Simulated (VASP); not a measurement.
Input of a VASP 6.6.1 run:

INCAR

```
PREC = Accurate ; ENCUT = 500
EDIFF = 1E-6 ; ISMEAR = -1
SIGMA = 0.06122561905347299 ; LREAL = F
LASPH = T ; NELM = 120
ALGO = Normal ; ISIF = 2
LWAVE = F ; LCHARG = T
GGA = PE ; LELF = T
LVHAR = T ; NBANDS = 8
GGA_COMPAT = F
```

The input KPOINTS:

```
regular mesh
0
Gamma
  48 48 48
```

Contents of POSCAR:

```
Si
1.0
    0.0000000000      1.9215773893      1.9215773893
    1.9215773893      0.0000000000      1.9215773893
    1.9215773893      1.9215773893      0.0000000000
Si
1
Direct
    0.0000000000      0.0000000000      0.0000000000
```

Potentials or basis: VASP PAW PBE potentials, release 64 (Si).

Run with:

```bash
$ cat potpaw_PBE.64/Si/POTCAR > POTCAR
$ mpirun -np 1 vasp_std > vasp.out
```

**Question.** Predict the pressure.

**Answer.** 1.7 GPa.

**Question.** Estimate the band gap on the k mesh.

**Answer.** Zero (bands 2 and 3 overlap by 14.52 eV).
